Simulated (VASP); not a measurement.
# WS2 in VASP: single point with PBE

Aim: the single point of WS2 with PBE.

Program: VASP 6.6.1. These are calculated values, not measurements. Logs are shortened: lines on timing, memory, paths and dates and some standing lists are left out, and cuts for length are marked.

### 1 The cell of the first run

The cell holds a slab with vacuum, 3 atoms: a = 3.229 Å, b = 3.307 Å, c = 16.941 Å, α = 87.40°, β = 91.33°, γ = 120.80°.

### 2 Single point, PBE (strained and its atoms moved)

Input file INCAR:

```
SYSTEM = WS2
ALGO = Normal ; EDIFF = 1E-7
ENCUT = 520 ; GGA = PE
ISIF = 2 ; ISMEAR = 0
LASPH = .True. ; LCHARG = .False.
LREAL = .False. ; LWAVE = .False.
NBANDS = 20 ; NELM = 100
PREC = Accurate ; SIGMA = 0.02
```

Input file KPOINTS:

```
k-points
0
Gamma
  12 12 2
  0 0 0
```

Input file POSCAR:

```
WS2
1.0
    3.2283402655     -0.0447602400     -0.0367696139
   -1.6529336376      2.8629510099      0.0735249277
   -0.1957791746      0.3390115578     16.9365089104
W S
1 2
Direct
    0.3449075745      0.6724537923      0.0000000000
    0.6608795477      0.3350323983      0.9068608151
    0.6608795477      0.3258471394      0.0931391849
```

Potentials or basis: VASP PAW PBE potentials, release 64 (W_sv, S).

On the command line:

```
$ cat potpaw_PBE.64/W_sv/POTCAR potpaw_PBE.64/S/POTCAR > POTCAR
$ mpirun -np 1 vasp_std > vasp.out
```

OUTCAR:

```text
SYSTEM = WS2
   EDIFF = 1E-7
   ENCUT = 520
   GGA = PE
   ISIF = 2
   ISMEAR = 0
   LASPH = .True.
   LREAL = .False.
   NELM = 100
   PREC = Accurate

 ion  position               nearest neighbor table
   1  0.345  0.672  0.000-   3 2.41   2 2.41   2 2.47   3 2.47   3 2.49   2 2.49
   2  0.661  0.335  0.907-   1 2.41   1 2.47   1 2.49
   3  0.661  0.326  0.093-   1 2.41   1 2.47   1 2.49

  LATTYP: Found a base centered monoclinic cell.
 ALAT       =     3.3066726494
 B/A-ratio  =     1.6774814734
 C/A-ratio  =     5.1232869407
 COS(beta)  =    -0.0453321908

  Lattice vectors:

 A1 = (  -1.5754066279,  -2.8181907699,  -0.0367553138)
 A2 = (   3.2283402655,  -0.0447602400,  -0.0367696139)
 A3 = (  -0.1957791746,   0.3390115578,  16.9365089104)

Analysis of symmetry for initial positions (statically):
=====================================================================
 Subroutine PRICEL returns:
 Original cell was already a primitive cell.

 Routine SETGRP: Setting up the symmetry group for a
 base centered monoclinic supercell.

 Subroutine GETGRP returns: Found  2 space group operations
 (whereof  2 operations were pure point group operations)
 out of a pool of  4 trial point group operations.

The static configuration has the point symmetry C_2 .

Analysis of symmetry for dynamics (positions and initial velocities):
=====================================================================
 Subroutine PRICEL returns:
 Original cell was already a primitive cell.

 Routine SETGRP: Setting up the symmetry group for a
 base centered monoclinic supercell.

 Subroutine GETGRP returns: Found  2 space group operations
 (whereof  2 operations were pure point group operations)
 out of a pool of  4 trial point group operations.

The dynamic configuration has the point symmetry C_2 .

 Subroutine INISYM returns: Found  2 space group operations
 (whereof  2 operations are pure point group operations),
 and found     1 'primitive' translations

----------------------------------------------------------------------------------------

                                     Primitive cell

  volume of cell :     155.2041

[... 84 lines left out ...]
   ISPIN  =      1    spin polarized calculation?
   LNONCOLLINEAR =      F non collinear calculations
   LSORBIT =      F    spin-orbit coupling
   LASPH  =      T    aspherical Exc in radial PAW
   ENCUT  =  520.0 eV  38.22 Ry    6.18 a.u.   6.00  6.15 31.50*2*pi/ulx,y,z
   NELM   =    100;   NELMIN=  2; NELMDL= -5     # of ELM steps
   EDIFF  = 0.1E-06   stopping-criterion for ELM
   LREAL  =      F    real-space projection
   EDIFFG = 0.1E-05   stopping-criterion for IOM
   NSW    =      0    number of steps for IOM
   IBRION =     -1    ionic relax: 0-MD 1-quasi-New 2-CG
   NFREE  =      0    steps in history (QN), initial steepest desc. (CG)
   ISIF   =      2    stress and relaxation
   ISYM   =      2    0-nonsym 1-usesym 2-fastsym
   POTIM  = 0.5000    time-step for ionic-motion
   TEBEG  =    0.0;   TEEND  =   0.0 temperature during run
   PSTRESS=    0.0 pullay stress
   NELECT =      26.0000    total number of electrons
   NUPDOWN=      -1.0000    fix difference up-down
   EMIN   =  10.00;   EMAX   =-10.00  energy-range for DOS
   EFERMI =   0.00;   METHOD = LEGACY
   ISMEAR =     0;   SIGMA  =   0.02  broadening in eV -4-tet -1-fermi 0-gaus
   EFERMI_NEDOS =   21; number of points for ismear=-14 and -15
   IALGO  =     38    algorithm
   IMIX   =      4    mixing-type and parameters
     AMIX     =   0.40;   BMIX     =  1.00
     AMIX_MAG =   1.60;   BMIX_MAG =  1.00
  volume/ion in A,a.u.               =      51.73       349.12
  Fermi-wavevector in a.u.,A,eV,Ry     =   0.902467  1.705416 11.081229  0.814447
  Thomas-Fermi vector in A             =   2.025674
   LORBIT       =      0    0 simple, 1 ext, 2 COOP (PROOUT), +10 PAW based schemes
   GGA     = PE    functional components
   LHFCALC =     F    Hartree Fock is set to
   AEXX    =    0.0000 exact exchange contribution
   IVDW    =     0    specifies the selected vdW correction
   LEPSILON=     F    determine dielectric tensor
   LRPA    =     F    only Hartree local field effects (RPA)
 non-spin polarized calculation
 Gauss-broadening in eV      SIGMA  =   0.02
  energy-cutoff  :      520.00
  volume of cell :      155.20
 maximum number of plane-waves:      4228
   NGX = 13   NGY = 13   NGZ = 63

 number of electron      25.9999995 magnetization

 Free energy of the ion-electron system (eV)
  ---------------------------------------------------
  ext. energy  EPLUGINS =         0.00000000
  ---------------------------------------------------
  free energy    TOTEN  =       -23.56286980 eV

  energy without entropy =      -23.56286980  energy(sigma->0) =      -23.56286980

 E-fermi :  -1.0569     XC(G=0):  -4.4745

 val. band max:       -1.3217477173   @ k =   0.0000   0.0000   0.0000
 cond. band min:       0.1971287891   @ k =   0.3333   0.3333  -0.0000
 fundamental gap:      1.5188765064
 Fermi energy:        -1.0568562303

 k-point     1 :       0.0000    0.0000    0.0000
  band No.  band energies     occupation
      1     -75.5644      2.00000
      2     -39.7389      2.00000
      3     -39.6759      2.00000
      4     -39.6231      2.00000
      5     -15.8419      2.00000
      6     -14.3167      2.00000
[... 541 lines left out ...]
     19       6.4208      0.00000
     20       6.9843      0.00000

 [... further k-points ...]

------------------------ aborting loop because EDIFF is reached ----------------------------------------

  FORCE on cell =-STRESS in cart. coord.  units (eV):
  Direction    XX          YY          ZZ          XY          YZ          ZX
  --------------------------------------------------------------------------------------
  -------------------------------------------------------------------------------------
  Total       -2.0926324     -2.7089270     -1.6111920      0.5337553     -1.4042705      0.8107704
  in kB      -21.6023104    -27.9643390    -16.6323860      5.5099731    -14.4963291      8.3696084
  external PRESSURE =     -22.0663451 kB  Pullay stress =       0.0000000 kB

 VOLUME and BASIS-vectors are now :
 -----------------------------------------------------------------------------
  energy-cutoff  :      520.00
  volume of cell :      155.20
      direct lattice vectors                 reciprocal lattice vectors
     3.228340265 -0.044760240 -0.036769614     0.312256274  0.180282104  0.000000919
    -1.652933638  2.862951010  0.073524928     0.004804104  0.352243256 -0.006995184
    -0.195779175  0.339011558 16.936508910     0.000657061 -0.001137764  0.059074415

 POSITION                                       TOTAL-FORCE (eV/Angst)
 -----------------------------------------------------------------------------------
      0.00196      1.90976      0.03676        -0.669516     -0.386543      0.000002
      1.40221      1.23704     15.35939         0.088173      0.620365      0.491167
      1.57671      0.93488      1.57711         0.581343     -0.233821     -0.491169
 -----------------------------------------------------------------------------------
    total drift:                                0.000320      0.000067     -0.000005

  FREE ENERGIE OF THE ION-ELECTRON SYSTEM (eV)
  ---------------------------------------------------
  free  energy   TOTEN  =       -23.5628697974 eV

  energy  without entropy=      -23.5628697974  energy(sigma->0) =      -23.56286980
```

It took 3.7 min on 1 thread of Intel Xeon Platinum 8488C (Sapphire Rapids), shared host; peak memory 0.43 GiB.

Results:

| Item | Value |
| --- | --- |
| Free energy | -23.5629 eV |
| Largest force | 0.796 eV/Å |
| Band gap on the k mesh | 1.52 eV (least direct gap 1.60 eV) |

Forces in eV/Å, atoms in the order of the input:
```
W   -0.670 -0.387  0.000
S    0.088  0.620  0.491
S    0.581 -0.234 -0.491
```

Caveat: the cell differs from its parent crystal (strained and its atoms moved); spin-orbit coupling is left out, which moves the levels of the heavy elements.
